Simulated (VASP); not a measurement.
# Sb (R-3m) in VASP: further runs, part 2 of 3

VASP 6.6.1. The steps go on from the part before.

## (3) Electric field gradients, r2SCAN

This run uses another cell than the first one, of 29.99 Å³/atom, 0.962 times its volume.

POSCAR

```
Sb
1.0
    2.1506003320      1.2416496806      3.7440000000
   -2.1506003320      1.2416496806      3.7440000000
    0.0000000000     -2.4832993611      3.7440000000
Sb
2
Direct
    0.2336400000      0.2336400000      0.2336400000
    0.7663600000      0.7663600000      0.7663600000
```

INCAR.step1

```
SYSTEM = Sb
ALGO = Normal
EDIFF = 1E-4
ENCUT = 520
GGA = PE
ISMEAR = -1
LASPH = .True.
LCHARG = .False.
LREAL = .False.
LWAVE = .True.
NBANDS = 12
NELM = 80
PREC = Accurate
SIGMA = 0.05
```

INCAR.step2

```
SYSTEM = Sb
ALGO = Normal
EDIFF = 1E-8
ENCUT = 520
ISIF = 2
ISMEAR = -1
ISTART = 1
LASPH = .True.
LCHARG = .False.
LEFG = .True.
LMIXTAU = .True.
LREAL = .False.
LWAVE = .False.
METAGGA = R2SCAN
NBANDS = 12
NELM = 80
PREC = Accurate
SIGMA = 0.05
```

KPOINTS

```
k-points
0
Gamma
  9 9 9
  0 0 0
```

Potentials or basis: VASP PAW PBE potentials, release 64 (Sb).

Command:

```sh
$ cat potpaw_PBE.64/Sb/POTCAR > POTCAR
$ cp INCAR.step1 INCAR
$ mpirun -np 1 vasp_std > vasp.out
$ cp INCAR.step2 INCAR
$ mpirun -np 1 vasp_std > vasp.out
```

OUTCAR:

```text
SYSTEM = Sb
   EDIFF = 1E-8
   ENCUT = 520
   ISIF = 2
   ISMEAR = -1
   ISTART = 1
   LASPH = .True.
   LREAL = .False.
   METAGGA = R2SCAN
   NELM = 80
   PREC = Accurate

 ion  position               nearest neighbor table
   1  0.234  0.234  0.234-   2 2.90   2 2.90   2 2.90   2 3.34   2 3.34   2 3.34
   2  0.766  0.766  0.766-   1 2.90   1 2.90   1 2.90   1 3.34   1 3.34   1 3.34

  LATTYP: Found a trigonal (rhomboedric) cell.
 ALAT       =     4.4926953733
 COS(alpha) =     0.5417151843

  Lattice vectors:

 A1 = (   2.1506003320,   1.2416496806,   3.7440000000)
 A2 = (  -2.1506003320,   1.2416496806,   3.7440000000)
 A3 = (   0.0000000000,  -2.4832993611,   3.7440000000)

Analysis of symmetry for initial positions (statically):
=====================================================================
 Subroutine PRICEL returns:
 Original cell was already a primitive cell.

 Routine SETGRP: Setting up the symmetry group for a
 trigonal (rhombohedral) supercell.

 Subroutine GETGRP returns: Found 12 space group operations
 (whereof 12 operations were pure point group operations)
 out of a pool of 12 trial point group operations.

The static configuration has the point symmetry D_3d.

Analysis of symmetry for dynamics (positions and initial velocities):
=====================================================================
 Subroutine PRICEL returns:
 Original cell was already a primitive cell.

 Routine SETGRP: Setting up the symmetry group for a
 trigonal (rhombohedral) supercell.

 Subroutine GETGRP returns: Found 12 space group operations
 (whereof 12 operations were pure point group operations)
 out of a pool of 12 trial point group operations.
[... 506 lines left out ...]
      4       3.3515      2.00000
      5       3.4018      2.00000
      6       9.0695      0.00000
      7      12.4713      0.00000
      8      13.1247      0.00000
      9      14.2578      0.00000
     10      16.2547      0.00000
     11      17.6916      0.00000
     12      18.6497      0.00000

 [... further k-points ...]

------------------------ aborting loop because EDIFF is reached ----------------------------------------

  FORCE on cell =-STRESS in cart. coord.  units (eV):
  Direction    XX          YY          ZZ          XY          YZ          ZX
  --------------------------------------------------------------------------------------
  -------------------------------------------------------------------------------------
  Total        0.8603772      0.8603772      0.7829104      0.0000000      0.0000000      0.0000000
  in kB       22.9801891     22.9801891     20.9110952      0.0000000      0.0000000      0.0000000
  external PRESSURE =      22.2904911 kB  Pullay stress =       0.0000000 kB

 VOLUME and BASIS-vectors are now :
 -----------------------------------------------------------------------------
  energy-cutoff  :      520.00
  volume of cell :       59.99
      direct lattice vectors                 reciprocal lattice vectors
     2.150600332  1.241649681  3.744000000     0.232493222  0.134230024  0.089031339
    -2.150600332  1.241649681  3.744000000    -0.232493222  0.134230024  0.089031339
     0.000000000 -2.483299361  3.744000000     0.000000000 -0.268460048  0.089031339

 POSITION                                       TOTAL-FORCE (eV/Angst)
 -----------------------------------------------------------------------------------
      0.00000      0.00000      2.62424         0.000000      0.000000      0.087591
      0.00000      0.00000      8.60776         0.000000     -0.000000     -0.087591
 -----------------------------------------------------------------------------------
    total drift:                                0.000000     -0.000000      0.000000

  FREE ENERGIE OF THE ION-ELECTRON SYSTEM (eV)
  ---------------------------------------------------
  free  energy   TOTEN  =       -51.3810426935 eV

  energy  without entropy=      -51.3791510361  energy(sigma->0) =      -51.38009686

 Electric field gradients (V/A^2)
---------------------------------------------------------------------
 ion       V_xx      V_yy      V_zz      V_xy      V_xz      V_yz
---------------------------------------------------------------------
   1      29.267    29.267   -58.534     0.000    -0.000    -0.000
   2      29.267    29.267   -58.534    -0.000    -0.000    -0.000
---------------------------------------------------------------------

 Electric field gradients after diagonalization (V/A^2)
 (convention: |V_zz| > |V_xx| > |V_yy|)
----------------------------------------------------------------------
 ion       V_xx      V_yy      V_zz     asymmetry (V_yy - V_xx)/ V_zz
----------------------------------------------------------------------
   1      29.267    29.267   -58.534       0.000
   2      29.267    29.267   -58.534       0.000
----------------------------------------------------------------------

           NMR quadrupolar parameters

 Cq : quadrupolar parameter    Cq=e*Q*V_zz/h
 eta: asymmetry parameters     (V_yy - V_xx)/ V_zz
 Q  : nuclear electric quadrupole moment in mb (millibarn)
----------------------------------------------------------------------
 ion       Cq(MHz)       eta       Q (mb)
----------------------------------------------------------------------
   1      -0.142       0.000       1.000
   2      -0.142       0.000       1.000
----------------------------------------------------------------------
```

OUTCAR.step1:

```text
SYSTEM = Sb
   EDIFF = 1E-4
   ENCUT = 520
   GGA = PE
   ISMEAR = -1
   LASPH = .True.
   LREAL = .False.
[... 581 lines left out ...]
      0.00000      0.00000      2.62424         0.000000      0.000000      0.243489
      0.00000      0.00000      8.60776         0.000000     -0.000000     -0.243489
 -----------------------------------------------------------------------------------
    total drift:                                0.000000     -0.000000      0.000000

  FREE ENERGIE OF THE ION-ELECTRON SYSTEM (eV)
  ---------------------------------------------------
  free  energy   TOTEN  =        -8.2493381859 eV

  energy  without entropy=       -8.2476053715  energy(sigma->0) =       -8.24847178
```

It took 1.9 min on 1 thread of Intel Xeon 6975P-C (Granite Rapids), shared host; peak memory 0.23 GiB.

What came out:

| Property | Result |
| --- | --- |
| Free energy | -51.3810 eV |
| Pressure | 2.2 GPa |
| Largest force | 0.088 eV/Å |
| Band gap on the k mesh | 0.05 eV, indirect (least direct gap 0.49 eV) |

Forces on the atoms (eV/Å):
```
Sb   0.000  0.000  0.088
Sb   0.000  0.000 -0.088
```

Electric field gradients, principal values (V/Å²):
| atom | least | middle | greatest (by size) |
| --- | --- | --- | --- |
| 1 Sb | 29.267 | 29.267 | -58.534 |
| 2 Sb | 29.267 | 29.267 | -58.534 |

Caveat: without QUAD_EFG the Cq values of the log hold for a quadrupole moment of 1 mb, not for the nuclei; the PAW data sets were made with another functional, which shifts forces and pressure a little; spin-orbit coupling is left out, which moves the levels of the heavy elements. A k mesh can miss the band edges.

## (4) Electric field gradients, PBE (equal xx and yy strain of +1 %)

INCAR

```
SYSTEM = Sb
  PREC = Accurate
  ENCUT = 520
  EDIFF = 1E-8
  ISMEAR = -1
  SIGMA = 0.05
  LREAL = .False.
  LASPH = .True.
  NELM = 80
  ALGO = Normal
  ISIF = 2
  LWAVE = .False.
  LCHARG = .False.
  GGA = PE
  LEFG = .True.
  NBANDS = 12
```

KPOINTS

```
regular mesh
0
Gamma
  9 9 9
  0 0 0
```

POSCAR

```
Sb
1.0
    2.1721063353      1.2540661774      3.7440000000
   -2.1721063353      1.2540661774      3.7440000000
    0.0000000000     -2.5081323547      3.7440000000
Sb
2
Direct
    0.2336400000      0.2336400000      0.2336400000
    0.7663600000      0.7663600000      0.7663600000
```

Potentials or basis: VASP PAW PBE potentials, release 64 (Sb).

Command:

```sh
$ cat potpaw_PBE.64/Sb/POTCAR > POTCAR
$ mpirun -np 1 vasp_std > vasp.out
```

OUTCAR:

```text
SYSTEM = Sb
   PREC = Accurate
   ENCUT = 520
   EDIFF = 1E-8
   ISMEAR = -1
   LREAL = .False.
   LASPH = .True.
   NELM = 80
   ISIF = 2
   GGA = PE

 ion  position               nearest neighbor table
   1  0.234  0.234  0.234-   2 2.92   2 2.92   2 2.92   2 3.36   2 3.36   2 3.36
   2  0.766  0.766  0.766-   1 2.92   1 2.92   1 2.92   1 3.36   1 3.36   1 3.36

  LATTYP: Found a trigonal (rhomboedric) cell.
 ALAT       =     4.5064691177
 COS(alpha) =     0.5353570396

  Lattice vectors:

 A1 = (   2.1721063353,   1.2540661774,   3.7440000000)
 A2 = (  -2.1721063353,   1.2540661774,   3.7440000000)
 A3 = (   0.0000000000,  -2.5081323547,   3.7440000000)

Analysis of symmetry for initial positions (statically):
=====================================================================
 Subroutine PRICEL returns:
 Original cell was already a primitive cell.

 Routine SETGRP: Setting up the symmetry group for a
[... 549 lines left out ...]
  energy-cutoff  :      520.00
  volume of cell :       61.19
      direct lattice vectors                 reciprocal lattice vectors
     2.172106335  1.254066177  3.744000000     0.230191309  0.132901014  0.089031339
    -2.172106335  1.254066177  3.744000000    -0.230191309  0.132901014  0.089031339
     0.000000000 -2.508132355  3.744000000     0.000000000 -0.265802028  0.089031339

 POSITION                                       TOTAL-FORCE (eV/Angst)
 -----------------------------------------------------------------------------------
      0.00000      0.00000      2.62424         0.000000      0.000000      0.150054
      0.00000      0.00000      8.60776         0.000000     -0.000000     -0.150054
 -----------------------------------------------------------------------------------
    total drift:                                0.000000     -0.000000      0.000000

  FREE ENERGIE OF THE ION-ELECTRON SYSTEM (eV)
  ---------------------------------------------------
  free  energy   TOTEN  =        -8.2689920378 eV

  energy  without entropy=       -8.2675686659  energy(sigma->0) =       -8.26828035

 Electric field gradients (V/A^2)
---------------------------------------------------------------------
 ion       V_xx      V_yy      V_zz      V_xy      V_xz      V_yz
---------------------------------------------------------------------
   1      24.488    24.488   -48.976     0.000    -0.000    -0.000
   2      24.488    24.488   -48.976     0.000    -0.000    -0.000
---------------------------------------------------------------------

 Electric field gradients after diagonalization (V/A^2)
 (convention: |V_zz| > |V_xx| > |V_yy|)
----------------------------------------------------------------------
 ion       V_xx      V_yy      V_zz     asymmetry (V_yy - V_xx)/ V_zz
----------------------------------------------------------------------
   1      24.488    24.488   -48.976       0.000
   2      24.488    24.488   -48.976       0.000
----------------------------------------------------------------------

           NMR quadrupolar parameters

 Cq : quadrupolar parameter    Cq=e*Q*V_zz/h
 eta: asymmetry parameters     (V_yy - V_xx)/ V_zz
 Q  : nuclear electric quadrupole moment in mb (millibarn)
----------------------------------------------------------------------
 ion       Cq(MHz)       eta       Q (mb)
----------------------------------------------------------------------
   1      -0.118       0.000       1.000
   2      -0.118       0.000       1.000
----------------------------------------------------------------------
```

Run time: 51 s. Hardware: 1 thread of AMD EPYC 9R14 (Zen 4), shared host; peak memory 0.19 GiB.

What came out:

```
Free energy            : -8.2690 eV
Pressure               : 1.9 GPa
Largest force          : 0.150 eV/Å
Band gap on the k mesh : 0.13 eV, indirect (least direct gap 0.48 eV)
```

Forces in eV/Å, atoms in the order of the input:
```
Sb   0.000  0.000  0.150
Sb   0.000  0.000 -0.150
```

Stress tensor (GPa, compression positive):
```
1.86 0.00 0.00
0.00 1.86 0.00
0.00 0.00 1.94
```

Electric field gradients, principal values (V/Å²):
```tsv
atom	least	middle	greatest (by size)
1 Sb	24.488	24.488	-48.976
2 Sb	24.488	24.488	-48.976
```

Caveat: the cell differs from its parent crystal (equal xx and yy strain of +1 %); without QUAD_EFG the Cq values of the log hold for a quadrupole moment of 1 mb, not for the nuclei; spin-orbit coupling is left out, which moves the levels of the heavy elements. A k mesh can miss the band edges.

(Part 2 of 3 ends here.)
